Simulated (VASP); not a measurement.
# Si4O7 (a cell with a defect) in VASP: a series of runs, part 2 of 2

VASP 6.6.1. Earlier steps stand in the parts before.

### 3 Single point, PBEsol

INCAR

```
SYSTEM = Si4O7
ALGO = Normal
EDIFF = 1E-6
ENCUT = 520
GGA = PS
ISIF = 2
ISMEAR = 0
LASPH = .True.
LCHARG = .False.
LREAL = .False.
LWAVE = .False.
NBANDS = 40
NELM = 60
PREC = Accurate
SIGMA = 0.05
```

KPOINTS

```
k-points
0
Gamma
  4 4 4
  0 0 0
```

POSCAR

```
Si4O7
1.0
    5.0280710683      0.0000000000      0.0000000000
    0.0000000000      5.0280710683      0.0000000000
    0.0000000000      0.0000000000      7.0088699743
Si O
4 7
Direct
    0.2980688188      0.2980688188      0.0000000000
    0.2019311812      0.7980688188      0.2500000000
    0.7019311812      0.7019311812      0.5000000000
    0.7980688188      0.2019311812      0.7500000000
    0.3980464015      0.7395636083      0.4283767439
    0.7604363917      0.8980464015      0.6783767439
    0.6019535985      0.2604363917      0.9283767439
    0.7395636083      0.3980464015      0.5716232561
    0.8980464015      0.7604363917      0.3216232561
    0.2373596330      0.5155916330      0.1896489372
    0.1019535985      0.2395636083      0.8216232561
```

Potentials or basis: VASP PAW PBE potentials, release 64 (Si, O).

On the command line:

```sh
> cat potpaw_PBE.64/Si/POTCAR potpaw_PBE.64/O/POTCAR > POTCAR
> mpirun -np 1 vasp_std > vasp.out
```

OUTCAR:

```text
SYSTEM = Si4O7
   EDIFF = 1E-6
   ENCUT = 520
   GGA = PS
   ISIF = 2
   ISMEAR = 0
   LASPH = .True.
   LREAL = .False.
   NELM = 60
   PREC = Accurate

 ion  position               nearest neighbor table
   1  0.298  0.298  0.000-  11 1.62   7 1.62  10 1.75   4 3.10   2 3.10   2 3.10   4 3.10
   2  0.202  0.798  0.250-  10 1.49   5 1.62   9 1.62   3 3.10   1 3.10   1 3.10   3 3.10
   3  0.702  0.702  0.500-   6 1.62   9 1.62   8 1.62   5 1.62   2 3.10   4 3.10   4 3.10   2 3.10

   4  0.798  0.202  0.750-   7 1.62   8 1.62   6 1.62  11 1.62   1 3.10   3 3.10   3 3.10   1 3.10

   5  0.398  0.740  0.428-   2 1.62   3 1.62
   6  0.760  0.898  0.678-   3 1.62   4 1.62
   7  0.602  0.260  0.928-   4 1.62   1 1.62
   8  0.740  0.398  0.572-   4 1.62   3 1.62
   9  0.898  0.760  0.322-   3 1.62   2 1.62
  10  0.237  0.516  0.190-   2 1.49   1 1.75
  11  0.102  0.240  0.822-   1 1.62   4 1.62

  LATTYP: Found a simple tetragonal cell.
 ALAT       =     5.0280710683
 C/A-ratio  =     1.3939480725
[... 210 lines left out ...]
      2     -19.0476      2.00000
      3     -18.6159      2.00000
      4     -18.2586      2.00000
      5     -17.6881      2.00000
      6     -17.2857      2.00000
[... 1021 lines left out ...]
     39       9.8916      0.00000
     40      10.2106      0.00000

 [... further k-points ...]

------------------------ aborting loop because EDIFF is reached ----------------------------------------

  FORCE on cell =-STRESS in cart. coord.  units (eV):
  Direction    XX          YY          ZZ          XY          YZ          ZX
  --------------------------------------------------------------------------------------
  -------------------------------------------------------------------------------------
  Total        3.8462834      4.9041792     -0.1563566     -1.5276979      6.2067833      1.8261341
  in kB       34.7777154     44.3431041     -1.4137608    -13.8132935     56.1211225     16.5117248
  external PRESSURE =      25.9023529 kB  Pullay stress =       0.0000000 kB

 VOLUME and BASIS-vectors are now :
 -----------------------------------------------------------------------------
  energy-cutoff  :      520.00
  volume of cell :      177.19
      direct lattice vectors                 reciprocal lattice vectors
     5.028071068  0.000000000  0.000000000     0.198883426  0.000000000  0.000000000
     0.000000000  5.028071068  0.000000000     0.000000000  0.198883426  0.000000000
     0.000000000  0.000000000  7.008869974     0.000000000  0.000000000  0.142676352

 POSITION                                       TOTAL-FORCE (eV/Angst)
 -----------------------------------------------------------------------------------
      1.49871      1.49871      0.00000        -0.857220     -1.971651      4.203504
      1.01532      4.01275      1.75222        -0.291964      6.977378      0.693932
      3.52936      3.52936      3.50443        -0.480367      0.390715     -0.958536
      4.01275      1.01532      5.25665        -0.305025     -0.216402     -1.012224
      2.00141      3.71858      3.00244         1.346381      1.519409      2.471581
      3.82353      4.51544      4.75465         0.229191      0.345078      0.675195
      3.02667      1.30949      6.50687        -0.387446      0.830390      0.411094
      3.71858      2.00141      4.00643         0.077580     -0.300611      0.424926
      4.51544      3.82353      2.25422        -1.482471      1.073572      0.893724
      1.19346      2.59243      1.32922         1.744872     -9.515260     -8.027388
      0.51263      1.20454      5.75865         0.406467      0.867382      0.224192
 -----------------------------------------------------------------------------------
    total drift:                                0.000137      0.000009     -0.000100

  FREE ENERGIE OF THE ION-ELECTRON SYSTEM (eV)
  ---------------------------------------------------
  free  energy   TOTEN  =       -85.2042175932 eV

  energy  without entropy=      -85.2042175932  energy(sigma->0) =      -85.20421759
```

Wall time 6.7 min (1 thread of Intel Xeon Platinum 8259CL at 2.50GHz (Skylake/Cascade Lake), shared host); peak memory 0.37 GiB.

Results:

* Free energy: -85.2042 eV
* Pressure: 2.6 GPa
* Largest force: 12.571 eV/Å
* Band gap on the k mesh: 2.91 eV

Forces in eV/Å, atoms in the order of the input:
```
Si  -0.857 -1.972  4.204
Si  -0.292  6.977  0.694
Si  -0.480  0.391 -0.959
Si  -0.305 -0.216 -1.012
O    1.346  1.519  2.472
O    0.229  0.345  0.675
O   -0.387  0.830  0.411
O    0.078 -0.301  0.425
O   -1.482  1.074  0.894
O    1.745 -9.515 -8.027
O    0.406  0.867  0.224
```

Stress tensor (GPa, compression positive):
```
 3.48 -1.38  1.65
-1.38  4.43  5.61
 1.65  5.61 -0.14
```

Levels at points of the mesh, in eV from the valence-band top:
| k point | band 27 | band 28 | band 29 | band 30 | band 31 | band 32 |
| --- | --- | --- | --- | --- | --- | --- |
| (0.00, 0.00, 0.00) | -2.35 | -1.74 | -0.99 | 3.15 | 4.05 | 5.25 |
| (0.50, 0.00, 0.00) | -2.53 | -1.96 | -0.74 | 3.66 | 4.31 | 4.44 |
| (0.00, 0.50, 0.00) | -2.31 | -1.85 | -0.05 | 2.94 | 4.00 | 5.09 |
| (0.50, 0.50, 0.00) | -2.33 | -1.92 | -0.09 | 3.25 | 4.30 | 4.92 |
| (0.00, 0.00, 0.50) | -2.36 | -1.84 | -0.76 | 2.91 | 4.05 | 5.14 |
| (0.50, 0.00, 0.50) | -2.37 | -1.94 | -0.86 | 3.67 | 4.42 | 4.90 |
| (0.00, 0.50, 0.50) | -2.31 | -1.71 | -0.18 | 3.06 | 4.01 | 4.95 |
| (0.50, 0.50, 0.50) | -2.47 | -1.95 | 0.00 | 3.28 | 4.17 | 5.05 |

Caveat: the cell differs from its parent crystal (atoms taken out, atom 10 moved 0.250 of the way to it and +0.675 Å across, host rigid); the PAW data sets were made with another functional, which shifts forces and pressure a little.

### 4 Single point, PBEsol

INCAR

```
PREC = Accurate ; ENCUT = 520
EDIFF = 1E-6 ; ISMEAR = 0
SIGMA = 0.05 ; LREAL = False
LASPH = True ; NELM = 120
ALGO = Normal ; ISIF = 2
LWAVE = False ; LCHARG = False
GGA = PS ; NBANDS = 40
GGA_COMPAT = False
```

KPOINTS

```
regular mesh
0
Gamma
  4 4 4
```

Changes to POSCAR since step 3:

```diff
@@ -17,3 +17,3 @@
     0.8980464015      0.7604363917      0.3216232561
-    0.2373596330      0.5155916330      0.1896489372
+    0.2336107540      0.1148329434      0.2088225137
     0.1019535985      0.2395636083      0.8216232561
```

On the command line:

```sh
> cat potpaw_PBE.64/Si/POTCAR potpaw_PBE.64/O/POTCAR > POTCAR
> mpirun -np 1 vasp_std > vasp.out
```

Run time: 6.1 min. Hardware: 1 thread of Oxide Virtual Turin-like, shared host; peak memory 0.34 GiB.

Results (log left out):

| Quantity | Value |
| --- | --- |
| Free energy | -86.8218 eV |
| Pressure | -1.9 GPa |
| Largest force | 3.833 eV/Å |
| Band gap on the k mesh | 2.76 eV |

Forces on the atoms (eV/Å):
```
Si  -0.771  1.463  3.458
Si   0.347 -1.785 -1.109
Si  -0.158 -0.073 -0.357
Si  -0.176 -0.094 -0.589
O    0.332 -0.265  0.548
O    0.052  0.103  0.236
O   -0.102 -0.138  0.247
O    0.071 -0.132  0.271
O   -0.423 -0.184  0.129
O    0.636  1.290 -2.979
O    0.192 -0.186  0.147
```

Stress tensor (GPa, compression positive):
```
 1.65  0.65  1.30
 0.65 -3.49 -2.00
 1.30 -2.00 -3.77
```

Levels at points of the mesh, in eV from the valence-band top:
```
           k point  band 26  band 27  band 28  band 29  band 30  band 31  band 32  band 33
(0.00, 0.00, 0.00)    -2.66    -2.52    -2.09    -0.97     3.54     4.39     5.58     6.19
(0.50, 0.00, 0.00)    -2.77    -2.62    -2.55    -0.68     3.55     4.59     5.53     6.39
(0.00, 0.50, 0.00)    -2.83    -2.60    -2.26    -0.05     2.76     5.09     5.66     5.96
(0.50, 0.50, 0.00)    -2.95    -2.63    -2.34    -0.09     3.04     5.01     5.45     6.46
(0.00, 0.00, 0.50)    -2.79    -2.57    -2.27    -0.70     3.09     4.64     5.77     6.05
(0.50, 0.00, 0.50)    -2.85    -2.53    -2.33    -0.82     3.62     5.08     5.49     5.92
(0.00, 0.50, 0.50)    -2.98    -2.61    -2.06    -0.13     2.89     5.06     5.60     6.07
(0.50, 0.50, 0.50)    -2.93    -2.76    -2.40     0.00     3.01     5.12     5.37     6.85
```

Caveat: the cell differs from its parent crystal (atoms taken out, atom 10 moved 1.000 of the way to it and +0.225 Å across, host rigid); the PAW data sets were made with another functional, which shifts forces and pressure a little.

### 5 Single point, PBEsol

INCAR

```
ALGO = Normal
EDIFF = 1E-6
ENCUT = 520
GGA = PS
GGA_COMPAT = False
ISIF = 2
ISMEAR = 0
LASPH = True
LCHARG = True
LELF = True
LREAL = False
LVHAR = True
LWAVE = False
NBANDS = 40
NELM = 120
PREC = Accurate
SIGMA = 0.05
```

KPOINTS

```
k-points
0
Gamma
  4 4 4
```

Changes to POSCAR since step 4:

```diff
@@ -17,3 +17,3 @@
     0.8980464015      0.7604363917      0.3216232561
-    0.2336107540      0.1148329434      0.2088225137
+    0.2455164626      0.0890742537      0.1479309742
     0.1019535985      0.2395636083      0.8216232561
```

On the command line:

```sh
> cat potpaw_PBE.64/Si/POTCAR potpaw_PBE.64/O/POTCAR > POTCAR
> mpirun -np 1 vasp_std > vasp.out
```

Wall time 5.3 min (1 thread of Oxide Virtual Turin-like, shared host); peak memory 0.34 GiB.

It converged, with:

```
Free energy            : -86.7680 eV
Pressure               : 1.7 GPa
Largest force          : 6.758 eV/Å
Band gap on the k mesh : 2.67 eV
```

Forces on the atoms (eV/Å):
```
Si   0.423  5.463 -1.970
Si   0.528 -2.120 -2.237
Si   0.043 -0.109  0.230
Si   0.108  0.133  0.167
O   -0.029  0.415  0.234
O   -0.003 -0.077 -0.049
O    0.480  0.194 -0.314
O   -0.054  0.076 -0.166
O   -0.070  0.404 -0.008
O   -1.155 -4.580  4.833
O   -0.271  0.200 -0.719
```

Stress tensor (GPa, compression positive):
```
 2.20  1.65 -0.19
 1.65 -0.65 -6.28
-0.19 -6.28  3.57
```

Levels at points of the mesh, in eV from the valence-band top:
```csv
k point,band 27,band 28,band 29,band 30,band 31,band 32
"(0.00, 0.00, 0.00)",-2.87,-2.58,-1.26,3.83,4.09,5.65
"(0.50, 0.00, 0.00)",-3.14,-2.86,-0.97,3.91,4.42,5.93
"(0.00, 0.50, 0.00)",-2.97,-2.85,-0.06,2.67,5.05,5.27
"(0.50, 0.50, 0.00)",-3.03,-2.98,-0.08,2.98,4.68,5.31
"(0.00, 0.00, 0.50)",-2.90,-2.79,-1.00,3.10,4.97,5.55
"(0.50, 0.00, 0.50)",-2.92,-2.77,-1.11,3.98,5.02,5.41
"(0.00, 0.50, 0.50)",-2.92,-2.62,-0.14,2.81,4.90,5.39
"(0.50, 0.50, 0.50)",-3.11,-3.05,0.00,2.92,4.79,5.27
```

Caveat: the cell differs from its parent crystal (atoms taken out, atom 10 moved 1.000 of the way to it and -0.225 Å across, host rigid); the PAW data sets were made with another functional, which shifts forces and pressure a little.

### 6 Single point, PBEsol

INCAR

```
SYSTEM = Si4O7
PREC = Accurate ; ENCUT = 520
EDIFF = 1E-6 ; ISMEAR = 0
SIGMA = 0.05 ; LREAL = .FALSE.
LASPH = .TRUE. ; NELM = 120
ALGO = Normal ; ISIF = 2
LWAVE = .FALSE. ; LCHARG = .TRUE.
GGA = PS ; LELF = .TRUE.
LVHAR = .TRUE. ; NBANDS = 40
GGA_COMPAT = .FALSE.
```

KPOINTS

```
Automatic mesh
0
G
  4 4 4
  0 0 0
```

Changes to POSCAR since step 5:

```diff
@@ -17,3 +17,3 @@
     0.8980464015      0.7604363917      0.3216232561
-    0.2455164626      0.0890742537      0.1479309742
+    0.2544835374      0.6148329434      0.1020690258
     0.1019535985      0.2395636083      0.8216232561
```

Potentials or basis: VASP PAW PBE potentials, release 64 (Si, O).

On the command line:

```sh
> cat potpaw_PBE.64/Si/POTCAR potpaw_PBE.64/O/POTCAR > POTCAR
> mpirun -np 1 vasp_std > vasp.out
```

It took 5.5 min on 1 thread of Oxide Virtual Turin-like, shared host; peak memory 0.35 GiB.

It converged, with:

```
Free energy            : -85.8340 eV
Pressure               : 3.4 GPa
Largest force          : 14.530 eV/Å
Band gap on the k mesh : 2.45 eV
```

Forces in eV/Å, atoms in the order of the input:
```
Si   -0.755  -0.799   3.050
Si   -1.633   8.870   6.677
Si   -0.117   0.163  -0.205
Si   -0.053  -0.107  -0.314
O     0.266   0.297   0.801
O     0.067   0.110   0.210
O     0.050   0.514   0.004
O    -0.001  -0.074   0.057
O    -0.516   0.291   0.397
O     2.631  -9.786 -10.413
O     0.060   0.520  -0.264
```

Stress tensor (GPa, compression positive):
```
 2.54 -2.21 -1.28
-2.21 -0.19  8.69
-1.28  8.69  7.91
```

Levels at points of the mesh, in eV from the valence-band top:
```tsv
k point	band 27	band 28	band 29	band 30	band 31	band 32
(0.00, 0.00, 0.00)	-2.91	-2.63	-1.33	3.70	4.04	5.60
(0.50, 0.00, 0.00)	-3.16	-2.89	-1.04	3.78	4.33	5.80
(0.00, 0.50, 0.00)	-3.00	-2.85	-0.06	2.45	4.99	5.20
(0.50, 0.50, 0.00)	-3.08	-3.03	-0.08	2.73	4.62	5.27
(0.00, 0.00, 0.50)	-2.93	-2.83	-1.07	2.99	4.83	5.52
(0.50, 0.00, 0.50)	-2.98	-2.82	-1.19	3.84	4.93	5.33
(0.00, 0.50, 0.50)	-2.97	-2.67	-0.13	2.56	4.84	5.30
(0.50, 0.50, 0.50)	-3.14	-3.07	0.00	2.66	4.72	5.22
```

Caveat: the cell differs from its parent crystal (atoms taken out, atom 10 moved 0.000 of the way to it and +0.225 Å across, host rigid); the PAW data sets were made with another functional, which shifts forces and pressure a little.

### 7 Overview

| cell | gap on the mesh (eV) | pressure (GPa) | largest force (eV/Å) |
| --- | --- | --- | --- |
| as given, atomic positions A | 2.54 | 7.3 | 23.80 |
| as given, atomic positions B | 2.91 | 2.6 | 12.57 |
| as given, atomic positions C | 2.76 | -1.9 | 3.83 |
| as given, atomic positions D | 2.67 | 1.7 | 6.76 |
| as given, atomic positions E | 2.45 | 3.4 | 14.53 |

Alike in all rows: task single point; level PBEsol; potentials or basis VASP PAW PBE potentials, release 64 (Si, O); no spin polarisation; k mesh 4 × 4 × 4; cutoff (eV) 520; smearing gaussian 0.05 eV.

Caveats: the PAW data sets were made with another functional, which shifts forces and pressure a little.

Absolute energies hang on the potentials; compare differences alone.
